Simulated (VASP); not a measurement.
# TiCo3 (Pm-3m) in VASP: further runs

The runs below take TiCo3 through single point, with PBEsol.

Program: VASP 6.6.1. These are calculated values, not measurements. Logs are shortened: lines on timing, memory, paths and dates and some standing lists are left out, and cuts for length are marked.

### 1 The cell of the first run

The structure is cubic, space group Pm-3m (No. 221). The conventional cell has a = 3.292 Å, b = 3.292 Å, c = 3.292 Å, α = 90.00°, β = 90.00°, γ = 90.00°. Ti (site symmetry m-3m) has 12 Co at 2.33 Å within 3.1 Å. Co (site symmetry 4/mmm) has 4 Ti at 2.33 Å and 8 Co at 2.33 Å within 3.1 Å.

### 2 Single point, PBEsol, collinear spin, ferromagnetic start

Contents of INCAR:

```
SYSTEM = TiCo3
PREC = Accurate
ENCUT = 520
EDIFF = 1E-6
ISMEAR = 0
SIGMA = 0.15
LREAL = .FALSE.
LASPH = .TRUE.
NELM = 150
ALGO = Normal
ISIF = 2
LWAVE = .FALSE.
LCHARG = .FALSE.
ISPIN = 2
MAGMOM = 0.6 1.32 1.32 1.32
LORBIT = 11
NUPDOWN = 4.56
LMAXMIX = 4
GGA = PS
NBANDS = 32
```

Contents of KPOINTS:

```
regular mesh
0
G
  12 12 12
  0 0 0
```

Contents of POSCAR:

```
TiCo3
1.0
    3.2921146286      0.0000000000      0.0000000000
    0.0000000000      3.2921146286      0.0000000000
    0.0000000000      0.0000000000      3.2921146286
Ti Co
1 3
Direct
    0.0000000000      0.0000000000      0.0000000000
    0.0000000000      0.5000000000      0.5000000000
    0.5000000000      0.0000000000      0.5000000000
    0.5000000000      0.5000000000      0.0000000000
```

Potentials or basis: VASP PAW PBE potentials, release 64 (Ti_sv, Co).

Started as:

```console
cat potpaw_PBE.64/Ti_sv/POTCAR potpaw_PBE.64/Co/POTCAR > POTCAR
mpirun -np 1 vasp_std > vasp.out
```

OUTCAR:

```text
SYSTEM = TiCo3
   PREC = Accurate
   ENCUT = 520
   EDIFF = 1E-6
   ISMEAR = 0
   LREAL = .FALSE.
   LASPH = .TRUE.
   NELM = 150
   ISIF = 2
   ISPIN = 2
   LORBIT = 11
   NUPDOWN = 4.56
   GGA = PS

 ion  position               nearest neighbor table
   1  0.000  0.000  0.000-   2 2.33   3 2.33   4 2.33   2 2.33   3 2.33   2 2.33   4 2.33   2 2.33
                             3 2.33   4 2.33   3 2.33   4 2.33
   2  0.000  0.500  0.500-   1 2.33   3 2.33   4 2.33   1 2.33   4 2.33   1 2.33   3 2.33   1 2.33
                             3 2.33   4 2.33   4 2.33   3 2.33
   3  0.500  0.000  0.500-   1 2.33   2 2.33   4 2.33   1 2.33   4 2.33   2 2.33   4 2.33   4 2.33
                             1 2.33   2 2.33   1 2.33   2 2.33
   4  0.500  0.500  0.000-   1 2.33   2 2.33   3 2.33   2 2.33   3 2.33   1 2.33   3 2.33   3 2.33
                             1 2.33   2 2.33   2 2.33   1 2.33

  LATTYP: Found a simple cubic cell.
 ALAT       =     3.2921146286

  Lattice vectors:

 A1 = (   3.2921146286,   0.0000000000,   0.0000000000)
 A2 = (   0.0000000000,   3.2921146286,   0.0000000000)
 A3 = (   0.0000000000,   0.0000000000,   3.2921146286)

Analysis of symmetry for initial positions (statically):
=====================================================================
 Subroutine PRICEL returns:
 Original cell was already a primitive cell.

 Routine SETGRP: Setting up the symmetry group for a
 simple cubic supercell.

 Subroutine GETGRP returns: Found 48 space group operations
 (whereof 48 operations were pure point group operations)
 out of a pool of 48 trial point group operations.

The static configuration has the point symmetry O_h .

Analysis of symmetry for dynamics (positions and initial velocities):
=====================================================================
 Subroutine PRICEL returns:
 Original cell was already a primitive cell.

 Routine SETGRP: Setting up the symmetry group for a
 simple cubic supercell.

 Subroutine GETGRP returns: Found 48 space group operations
 (whereof 48 operations were pure point group operations)
 out of a pool of 48 trial point group operations.

The dynamic configuration has the point symmetry O_h .

Analysis of structural, dynamic, and magnetic symmetry:
=====================================================================
 Subroutine PRICEL returns:
 Original cell was already a primitive cell.

 Routine SETGRP: Setting up the symmetry group for a
 simple cubic supercell.

 Subroutine GETGRP returns: Found 48 space group operations
 (whereof 48 operations were pure point group operations)
 out of a pool of 48 trial point group operations.

The overall configuration has the point symmetry O_h .

 Subroutine INISYM returns: Found 48 space group operations
 (whereof 48 operations are pure point group operations),
 and found     1 'primitive' translations

----------------------------------------------------------------------------------------

                                     Primitive cell

  volume of cell :      35.6800

  direct lattice vectors                    reciprocal lattice vectors
     3.292114629  0.000000000  0.000000000     0.303756130  0.000000000  0.000000000
     0.000000000  3.292114629  0.000000000     0.000000000  0.303756130  0.000000000
     0.000000000  0.000000000  3.292114629     0.000000000  0.000000000  0.303756130

  length of vectors
     3.292114629  3.292114629  3.292114629     0.303756130  0.303756130  0.303756130

  position of ions in fractional coordinates (direct lattice)
     0.000000000  0.000000000  0.000000000
     0.000000000  0.500000000  0.500000000
     0.500000000  0.000000000  0.500000000
     0.500000000  0.500000000  0.000000000

  ion indices of the primitive-cell ions
   primitive index   ion index
                 1           1
                 2           2
                 3           3
                 4           4

----------------------------------------------------------------------------------------

 KPOINTS: regular mesh

Automatic generation of k-mesh.
 Grid dimensions read from file:
 generate k-points for:   12   12   12

 Generating k-lattice:

  Cartesian coordinates                     Fractional coordinates (reciprocal lattice)
     0.025313011  0.000000000  0.000000000     0.083333333  0.000000000  0.000000000
     0.000000000  0.025313011  0.000000000     0.000000000  0.083333333  0.000000000
     0.000000000  0.000000000  0.025313011     0.000000000  0.000000000  0.083333333

  Length of vectors
     0.025313011  0.025313011  0.025313011

  Shift w.r.t. Gamma in fractional coordinates (k-lattice)
     0.000000000  0.000000000  0.000000000

 Subroutine IBZKPT returns following result:
 ===========================================

 Found     84 irreducible k-points:

 Following reciprocal coordinates:
            Coordinates               Weight
  0.000000  0.000000  0.000000      1.000000
  0.083333  0.000000  0.000000      6.000000
  0.166667  0.000000  0.000000      6.000000
  0.250000  0.000000  0.000000      6.000000
  0.333333  0.000000  0.000000      6.000000
  0.416667  0.000000  0.000000      6.000000
[... 16 lines left out ...]
  0.333333  0.333333  0.000000     12.000000
  0.416667  0.333333  0.000000     24.000000
 [... further k-points ...]
   k-points           NKPTS =     84   k-points in BZ     NKDIM =     84   number of bands    NBANDS=     32
   number of dos      NEDOS =    301   number of ions     NIONS =      4
   total plane-waves  NPLWV =  13824
   dimension x,y,z NGX =    24 NGY =   24 NGZ =   24
   dimension x,y,z NGXF=    48 NGYF=   48 NGZF=   48
   ions per type =               1   3
   NGX,Y,Z   is equivalent  to a cutoff of  12.12, 12.12, 12.12 a.u.
   NGXF,Y,Z  is equivalent  to a cutoff of  24.24, 24.24, 24.24 a.u.
 SYSTEM =  TiCo3
   PREC   = accura    normal or accurate (medium, high low for compatibility)
   ISTART =      0    job   : 0-new  1-cont  2-samecut
   ICHARG =      2    charge: 1-file 2-atom 10-const
   ISPIN  =      2    spin polarized calculation?
   LNONCOLLINEAR =      F non collinear calculations
   LSORBIT =      F    spin-orbit coupling
   LASPH  =      T    aspherical Exc in radial PAW
   ENCUT  =  520.0 eV  38.22 Ry    6.18 a.u.   6.12  6.12  6.12*2*pi/ulx,y,z
   NELM   =    150;   NELMIN=  2; NELMDL= -5     # of ELM steps
   EDIFF  = 0.1E-05   stopping-criterion for ELM
   LREAL  =      F    real-space projection
   EDIFFG = 0.1E-04   stopping-criterion for IOM
   NSW    =      0    number of steps for IOM
   IBRION =     -1    ionic relax: 0-MD 1-quasi-New 2-CG
   NFREE  =      0    steps in history (QN), initial steepest desc. (CG)
   ISIF   =      2    stress and relaxation
   ISYM   =      2    0-nonsym 1-usesym 2-fastsym
   POTIM  = 0.5000    time-step for ionic-motion
   TEBEG  =    0.0;   TEEND  =   0.0 temperature during run
   PSTRESS=    0.0 pullay stress
   NELECT =      39.0000    total number of electrons
   NUPDOWN=       4.5600    fix difference up-down
   EMIN   =  10.00;   EMAX   =-10.00  energy-range for DOS
   EFERMI =   0.00;   METHOD = LEGACY
   ISMEAR =     0;   SIGMA  =   0.15  broadening in eV -4-tet -1-fermi 0-gaus
   EFERMI_NEDOS =   21; number of points for ismear=-14 and -15
   IALGO  =     38    algorithm
   IMIX   =      4    mixing-type and parameters
     AMIX     =   0.40;   BMIX     =  1.00
     AMIX_MAG =   1.60;   BMIX_MAG =  1.00
  volume/ion in A,a.u.               =       8.92        60.20
  Fermi-wavevector in a.u.,A,eV,Ry     =   1.686377  3.186791 38.693179  2.843868
  Thomas-Fermi vector in A             =   2.769053
   LORBIT       =     11    0 simple, 1 ext, 2 COOP (PROOUT), +10 PAW based schemes
   GGA     = PS    functional components
   LHFCALC =     F    Hartree Fock is set to
   AEXX    =    0.0000 exact exchange contribution
   IVDW    =     0    specifies the selected vdW correction
   LEPSILON=     F    determine dielectric tensor
   LRPA    =     F    only Hartree local field effects (RPA)
 spin polarized calculation
 Gauss-broadening in eV      SIGMA  =   0.15
  energy-cutoff  :      520.00
  volume of cell :       35.68
 maximum number of plane-waves:       976
   NGX = 13   NGY = 13   NGZ = 13

 number of electron      39.0000052 magnetization       4.5600015

 Free energy of the ion-electron system (eV)
  ---------------------------------------------------
  ext. energy  EPLUGINS =         0.00000000
  ---------------------------------------------------
  free energy    TOTEN  =       -29.03903510 eV

  energy without entropy =      -28.96267321  energy(sigma->0) =      -29.00085415

 E-fermi :  13.7603     XC(G=0): -14.9202

 val. band max:       15.9851389653   @ k =   0.5000   0.2500   0.1667
 cond. band min:      13.7652086358   @ k =   0.5000   0.3333   0.0000
 fundamental gap:     -2.2199303294
 Fermi energy:        15.9873379199

 spin component 1

 k-point     1 :       0.0000    0.0000    0.0000
  band No.  band energies     occupation
      1     -41.2427      1.00000
      2     -17.7052      1.00000
      3     -17.7052      1.00000
      4     -17.7052      1.00000
      5       4.6205      1.00000
      6       7.6423      1.00000
[... 805 lines left out ...]
     30      28.4927      0.00000
     31      29.3023      0.00000

 [... further k-points ...]

 spin component 2

 k-point     1 :       0.0000    0.0000    0.0000
  band No.  band energies     occupation
      1     -40.9355      1.00000
      2     -17.3994      1.00000
      3     -17.3994      1.00000
      4     -17.3994      1.00000
      5       5.0001      1.00000
      6       8.5207      1.00000
[... 805 lines left out ...]
     30      29.1634      0.00000
     31      29.8913      0.00000

 [... further k-points ...]

 [bands above 31 left out]

------------------------ aborting loop because EDIFF is reached ----------------------------------------

  FORCE on cell =-STRESS in cart. coord.  units (eV):
  Direction    XX          YY          ZZ          XY          YZ          ZX
  --------------------------------------------------------------------------------------
  -------------------------------------------------------------------------------------
  Total       21.7066192     21.7066192     21.7066192     -0.0000000      0.0000000     -0.0000000
  in kB      974.7156149    974.7156149    974.7156149     -0.0000000      0.0000000     -0.0000000
  external PRESSURE =     974.7156149 kB  Pullay stress =       0.0000000 kB

 VOLUME and BASIS-vectors are now :
 -----------------------------------------------------------------------------
  energy-cutoff  :      520.00
  volume of cell :       35.68
      direct lattice vectors                 reciprocal lattice vectors
     3.292114629  0.000000000  0.000000000     0.303756130  0.000000000  0.000000000
     0.000000000  3.292114629  0.000000000     0.000000000  0.303756130  0.000000000
     0.000000000  0.000000000  3.292114629     0.000000000  0.000000000  0.303756130

 POSITION                                       TOTAL-FORCE (eV/Angst)
 -----------------------------------------------------------------------------------
      0.00000      0.00000      0.00000         0.000000      0.000000      0.000000
      0.00000      1.64606      1.64606         0.000000      0.000000      0.000000
      1.64606      0.00000      1.64606         0.000000      0.000000      0.000000
      1.64606      1.64606      0.00000         0.000000      0.000000      0.000000
 -----------------------------------------------------------------------------------
    total drift:                                0.000000     -0.000000     -0.000000

  FREE ENERGIE OF THE ION-ELECTRON SYSTEM (eV)
  ---------------------------------------------------
  free  energy   TOTEN  =       -29.0390350976 eV

  energy  without entropy=      -28.9626732101  energy(sigma->0) =      -29.00085415

 total charge

# of ion       s       p       d       tot
------------------------------------------
    1        2.341   6.324   2.388  11.053
    2        0.642   0.778   7.499   8.920
    3        0.642   0.778   7.499   8.920
    4        0.642   0.778   7.499   8.920
--------------------------------------------------
tot          4.269   8.659  24.885  37.812

 magnetization (x)

# of ion       s       p       d       tot
------------------------------------------
    1        0.011   0.029   0.297   0.337
    2        0.007   0.087   1.276   1.370
    3        0.007   0.087   1.276   1.370
    4        0.007   0.087   1.276   1.370
--------------------------------------------------
tot          0.031   0.290   4.126   4.447
```

Wall time 54 s (1 thread of Intel Xeon 6975P-C (Granite Rapids), shared host); peak memory 0.25 GiB.

What came out:

* Free energy: -29.0390 eV
* Pressure: 97.5 GPa
* Net moment: 4.56 μB per cell
* Site moments: Ti +0.34; Co +1.37 μB
* Valence electrons inside the program's atomic spheres: Ti 11.05; Co 8.92

Caveat: the PAW data sets were made with another functional, which shifts forces and pressure a little; the total moment is fixed, so each spin has its own Fermi level.

[end of part 1 of 2]
